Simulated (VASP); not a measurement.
# TaN (P-6m2) in VASP: relaxation of cell and atoms with LDA

Aim: the relaxation of cell and atoms of TaN with LDA.

Program: VASP 6.6.1. These are calculated values, not measurements. Logs are shortened: lines on timing, memory, paths and dates and some standing lists are left out, and cuts for length are marked.

## Step 1: The cell of the first run

It takes space group P-6m2 (No. 187, hexagonal). The conventional cell has a = 2.938 Å, b = 2.938 Å, c = 2.883 Å, α = 90.00°, β = 90.00°, γ = 120.00°. Ta (site symmetry -6m2) has 6 N at 2.23 Å and 8 Ta at 2.88 to 2.94 Å within 3.0 Å. N (site symmetry -6m2) has 6 Ta at 2.23 Å and 8 N at 2.88 to 2.94 Å within 3.0 Å.

## Step 2: Relaxation of cell and atoms, LDA

INCAR reads:

```
SYSTEM = TaN
ALGO = Normal
EDIFF = 1E-7
EDIFFG = -0.01
ENCUT = 700
GGA = CA
GGA_COMPAT = .False.
IBRION = 2
ISIF = 3
ISMEAR = -1
LASPH = .True.
LCHARG = .False.
LREAL = .False.
LWAVE = .False.
NELM = 120
NELMIN = 4
NSW = 80
PREC = Accurate
SIGMA = 0.1
```

KPOINTS reads:

```
k-points
0
Gamma
  12 12 11
  0 0 0
```

POSCAR reads:

```
TaN
1.0
    2.9380000000      0.0000000000      0.0000000000
   -1.4690000000      2.5443826400      0.0000000000
    0.0000000000      0.0000000000      2.8830000000
Ta N
1 1
Direct
    0.3333333300      0.6666666700      0.5000000000
    0.0000000000      0.0000000000      0.0000000000
```

Potentials or basis: VASP PAW LDA potentials, release 64 (Ta_sv_GW, N).

Command:

```bash
$ cat potpaw_LDA.64/Ta_sv_GW/POTCAR potpaw_LDA.64/N/POTCAR > POTCAR
$ mpirun -np 1 vasp_std > vasp.out
```

OUTCAR:

```text
SYSTEM = TaN
   EDIFF = 1E-7
   EDIFFG = -0.01
   ENCUT = 700
   GGA = CA
   IBRION = 2
   ISIF = 3
   ISMEAR = -1
   LASPH = .True.
   LREAL = .False.
   NELM = 120
   NELMIN = 4
   NSW = 80
   PREC = Accurate

 ion  position               nearest neighbor table
   1  0.333  0.667  0.500-   2 2.23   2 2.23   2 2.23   2 2.23   2 2.23   2 2.23
   2  0.000  0.000  0.000-   1 2.23   1 2.23   1 2.23   1 2.23   1 2.23   1 2.23

  LATTYP: Found a hexagonal cell.
 ALAT       =     2.9380000000
 C/A-ratio  =     0.9812797822

  Lattice vectors:

 A1 = (   2.9380000000,   0.0000000000,   0.0000000000)
 A2 = (  -1.4690000000,   2.5443826400,   0.0000000000)
 A3 = (   0.0000000000,   0.0000000000,   2.8830000000)

Analysis of symmetry for initial positions (statically):
=====================================================================
 Subroutine PRICEL returns:
 Original cell was already a primitive cell.

 Routine SETGRP: Setting up the symmetry group for a
 hexagonal supercell.

 Subroutine GETGRP returns: Found 12 space group operations
 (whereof 12 operations were pure point group operations)
 out of a pool of 24 trial point group operations.

The static configuration has the point symmetry D_3h.

Analysis of symmetry for dynamics (positions and initial velocities):
=====================================================================
 Subroutine PRICEL returns:
 Original cell was already a primitive cell.

 Routine SETGRP: Setting up the symmetry group for a
 hexagonal supercell.

 Subroutine GETGRP returns: Found 12 space group operations
 (whereof 12 operations were pure point group operations)
 out of a pool of 24 trial point group operations.

The dynamic configuration has the point symmetry D_3h.

 Subroutine INISYM returns: Found 12 space group operations
 (whereof 12 operations are pure point group operations),
 and found     1 'primitive' translations

----------------------------------------------------------------------------------------

                                     Primitive cell

  volume of cell :      21.5516

  direct lattice vectors                    reciprocal lattice vectors
     2.938000000  0.000000000  0.000000000     0.340367597  0.196511323  0.000000000
    -1.469000000  2.544382640  0.000000000     0.000000000  0.393022647  0.000000000
     0.000000000  0.000000000  2.883000000     0.000000000  0.000000000  0.346860909

  length of vectors
     2.938000000  2.938000003  2.883000000     0.393022647  0.393022647  0.346860909

  position of ions in fractional coordinates (direct lattice)
     0.333333330  0.666666670  0.500000000
     0.000000000  0.000000000  0.000000000

  ion indices of the primitive-cell ions
   primitive index   ion index
                 1           1
                 2           2

----------------------------------------------------------------------------------------

 KPOINTS: k-points

Automatic generation of k-mesh.
 Grid dimensions read from file:
 generate k-points for:   12   12   11

 Generating k-lattice:

  Cartesian coordinates                     Fractional coordinates (reciprocal lattice)
     0.028363966  0.016375944  0.000000000     0.083333333  0.000000000  0.000000000
     0.000000000  0.032751887  0.000000000     0.000000000  0.083333333  0.000000000
     0.000000000  0.000000000  0.031532810     0.000000000  0.000000000  0.090909091

  Length of vectors
     0.032751887  0.032751887  0.031532810

  Shift w.r.t. Gamma in fractional coordinates (k-lattice)
     0.000000000  0.000000000  0.000000000

 Subroutine IBZKPT returns following result:
 ===========================================

 Found    114 irreducible k-points:

 Following reciprocal coordinates:
            Coordinates               Weight
  0.000000  0.000000  0.000000      1.000000
  0.083333 -0.000000  0.000000      6.000000
  0.166667 -0.000000  0.000000      6.000000
  0.250000 -0.000000  0.000000      6.000000
  0.333333 -0.000000  0.000000      6.000000
  0.416667 -0.000000  0.000000      6.000000
[... 16 lines left out ...]
  0.250000 -0.000000  0.090909     12.000000
  0.333333 -0.000000  0.090909     12.000000
 [... further k-points ...]
   k-points           NKPTS =    114   k-points in BZ     NKDIM =    114   number of bands    NBANDS=     13
   number of dos      NEDOS =    301   number of ions     NIONS =      2
   total plane-waves  NPLWV =  21952
   dimension x,y,z NGX =    28 NGY =   28 NGZ =   28
   dimension x,y,z NGXF=    56 NGYF=   56 NGZF=   56
   ions per type =               1   1
   NGX,Y,Z   is equivalent  to a cutoff of  15.84, 15.84, 16.15 a.u.
   NGXF,Y,Z  is equivalent  to a cutoff of  31.69, 31.69, 32.29 a.u.
 SYSTEM =  TaN
   PREC   = accura    normal or accurate (medium, high low for compatibility)
   ISTART =      0    job   : 0-new  1-cont  2-samecut
   ICHARG =      2    charge: 1-file 2-atom 10-const
   ISPIN  =      1    spin polarized calculation?
   LNONCOLLINEAR =      F non collinear calculations
   LSORBIT =      F    spin-orbit coupling
   LASPH  =      T    aspherical Exc in radial PAW
   ENCUT  =  700.0 eV  51.45 Ry    7.17 a.u.   6.34  6.34  6.22*2*pi/ulx,y,z
   NELM   =    120;   NELMIN=  4; NELMDL= -5     # of ELM steps
   EDIFF  = 0.1E-06   stopping-criterion for ELM
   LREAL  =      F    real-space projection
   EDIFFG = -.1E-01   stopping-criterion for IOM
   NSW    =     80    number of steps for IOM
   IBRION =      2    ionic relax: 0-MD 1-quasi-New 2-CG
   NFREE  =      1    steps in history (QN), initial steepest desc. (CG)
   ISIF   =      3    stress and relaxation
   ISYM   =      2    0-nonsym 1-usesym 2-fastsym
   POTIM  = 0.5000    time-step for ionic-motion
   TEBEG  =    0.0;   TEEND  =   0.0 temperature during run
   PSTRESS=    0.0 pullay stress
   NELECT =      18.0000    total number of electrons
   NUPDOWN=      -1.0000    fix difference up-down
   EMIN   =  10.00;   EMAX   =-10.00  energy-range for DOS
   EFERMI =   0.00;   METHOD = LEGACY
   ISMEAR =    -1;   SIGMA  =   0.10  broadening in eV -4-tet -1-fermi 0-gaus
   EFERMI_NEDOS =   21; number of points for ismear=-14 and -15
   IALGO  =     38    algorithm
   IMIX   =      4    mixing-type and parameters
     AMIX     =   0.40;   BMIX     =  1.00
     AMIX_MAG =   1.60;   BMIX_MAG =  1.00
  volume/ion in A,a.u.               =      10.78        72.72
  Fermi-wavevector in a.u.,A,eV,Ry     =   1.541722  2.913432 32.339776  2.376906
  Thomas-Fermi vector in A             =   2.647628
   LORBIT       =      0    0 simple, 1 ext, 2 COOP (PROOUT), +10 PAW based schemes
   GGA     = CA    functional components
   LHFCALC =     F    Hartree Fock is set to
   AEXX    =    0.0000 exact exchange contribution
   IVDW    =     0    specifies the selected vdW correction
   LEPSILON=     F    determine dielectric tensor
   LRPA    =     F    only Hartree local field effects (RPA)
 conjugate gradient relaxation of ions
 non-spin polarized calculation
  energy-cutoff  :      700.00
  volume of cell :       21.55
 maximum number of plane-waves:       930
 NGX is ok and might be reduce to    28
   NGX = 13   NGY = 13   NGZ = 13

--------------------------------------- Ionic step        1  -------------------------------------------

 number of electron      17.9999999 magnetization

 Free energy of the ion-electron system (eV)
  ---------------------------------------------------
  ext. energy  EPLUGINS =         0.00000000
  ---------------------------------------------------
  free energy    TOTEN  =       -27.21179641 eV

  energy without entropy =      -27.20847877  energy(sigma->0) =      -27.21013759

------------------------ aborting loop because EDIFF is reached ----------------------------------------

  FORCE on cell =-STRESS in cart. coord.  units (eV):
  Direction    XX          YY          ZZ          XY          YZ          ZX
  --------------------------------------------------------------------------------------
  -------------------------------------------------------------------------------------
  Total       -1.3586650     -1.3586650     -1.5496994      0.0000000      0.0000000      0.0000000
  in kB     -101.0052916   -101.0052919   -115.2070841      0.0000000      0.0000000      0.0000000
  external PRESSURE =    -105.7392225 kB  Pullay stress =       0.0000000 kB
[... 201 lines left out ...]
  energy  without entropy=      -27.2294858708  energy(sigma->0) =      -27.23119992

--------------------------------------- Ionic step        7  -------------------------------------------

 number of electron      17.9999999 magnetization

 Free energy of the ion-electron system (eV)
  ---------------------------------------------------
  ext. energy  EPLUGINS =         0.00000000
  ---------------------------------------------------
  free energy    TOTEN  =       -27.23296806 eV

  energy without entropy =      -27.22950707  energy(sigma->0) =      -27.23123756

 E-fermi :  12.5756     XC(G=0): -14.1443

 val. band max:       12.4528514788   @ k =   0.0000   0.0000   0.4545
 cond. band min:      12.5919242490   @ k =   0.0000   0.0000   0.2727
 fundamental gap:      0.1390727701
 Fermi energy:        12.5755719569

 k-point     1 :       0.0000    0.0000    0.0000
  band No.  band energies     occupation
      1     -55.4651      2.00000
      2     -21.9770      2.00000
      3     -21.7026      2.00000
      4     -21.7026      2.00000
      5      -5.1744      2.00000
      6       7.8834      2.00000
      7       7.8834      2.00000
      8       8.2356      2.00000
      9       9.6537      2.00000
     10      15.1255      0.00000
     11      16.2700      0.00000
     12      16.2700      0.00000
     13      16.6698      0.00000
[... 353 lines left out ...]
 k-point    24 :       0.3333   -0.0000    0.0909
  band No.  band energies     occupation
      1     -55.3935      2.00000
      2     -22.5808      2.00000
      3     -21.9340      2.00000
      4     -21.8917      2.00000
      5      -3.3361      2.00000
      6       4.8837      2.00000
      7       7.4760      2.00000
      8       8.8969      2.00000
      9       9.7408      2.00000
     10      15.3061      0.00000
     11      15.6337      0.00000
     12      17.3588      0.00000
     13      17.6685      0.00000

 [... further k-points ...]

------------------------ aborting loop because EDIFF is reached ----------------------------------------

  FORCE on cell =-STRESS in cart. coord.  units (eV):
  Direction    XX          YY          ZZ          XY          YZ          ZX
  --------------------------------------------------------------------------------------
  -------------------------------------------------------------------------------------
  Total       -0.0181940     -0.0181940     -0.0042821     -0.0000000      0.0000000      0.0000000
  in kB       -1.3925634     -1.3925634     -0.3277480     -0.0000000      0.0000000      0.0000000
  external PRESSURE =      -1.0376249 kB  Pullay stress =       0.0000000 kB
[... 17 lines left out ...]
  FREE ENERGIE OF THE ION-ELECTRON SYSTEM (eV)
  ---------------------------------------------------
  free  energy   TOTEN  =       -27.2329680566 eV

  energy  without entropy=      -27.2295070712  energy(sigma->0) =      -27.23123756

 reached required accuracy - stopping structural energy minimisation
```

Run time: 3.7 min. Hardware: 1 thread of Intel Xeon Platinum 8259CL at 2.50GHz (Skylake/Cascade Lake), shared host; peak memory 0.21 GiB.

Results:

| Item | Value |
| --- | --- |
| Free energy | -27.2330 eV |
| Relaxed volume | 10.47 Å³/atom |
| Relaxed cell | a = 2.910 Å, b = 2.910 Å, c = 2.854 Å, α = 90.00°, β = 90.00°, γ = 120.00° |
| Space group after relaxing (to 0.1 Å) | P-6m2 (No. 187) |
| Energy gained by relaxing | 10.6 meV/atom |
| Ionic steps | 7 |
| Pressure after relaxing | -0.1 GPa |
| Band gap on the k mesh | zero (bands 9 and 10 overlap by 0.25 eV) |

The path:
```csv
step,energy change (eV),largest force (eV/Å),pressure (GPa),volume (Å³)
1,0.0000,0.0000,-10.57,21.55
2,0.1313,0.0000,34.11,19.41
3,-0.0211,0.0000,-0.36,20.95
4,-0.0211,0.0000,-0.05,20.93
5,-0.0211,0.0000,0.18,20.92
6,-0.0211,0.0000,-0.44,20.95
7,-0.0212,0.0000,-0.10,20.93
```

Final structure:
```yaml
crystal:
  lattice:
    - [2.91001, 0.00000, 0.00000]
    - [-1.45500, 2.52014, 0.00000]
    - [0.00000, 0.00000, 2.85433]
  atoms:
    - { symbol: Ta, position: [0.33333, 0.66667, 0.50000] }
    - { symbol: N, position: [0.00000, 0.00000, 0.00000] }
```

Levels at points of the mesh, in eV from the Fermi level:
```csv
k point,band 7,band 8,band 9,band 10,band 11,band 12
"(0.00, 0.00, 0.00)",-4.69,-4.34,-2.92,2.55,3.69,3.69
"(0.50, 0.00, 0.00)",-5.34,-3.60,-3.19,3.05,4.18,5.32
```

Caveat: spin-orbit coupling is left out, which moves the levels of the heavy elements.

The gap in the log of VASP goes by the Fermi energy; the results here count the filled bands.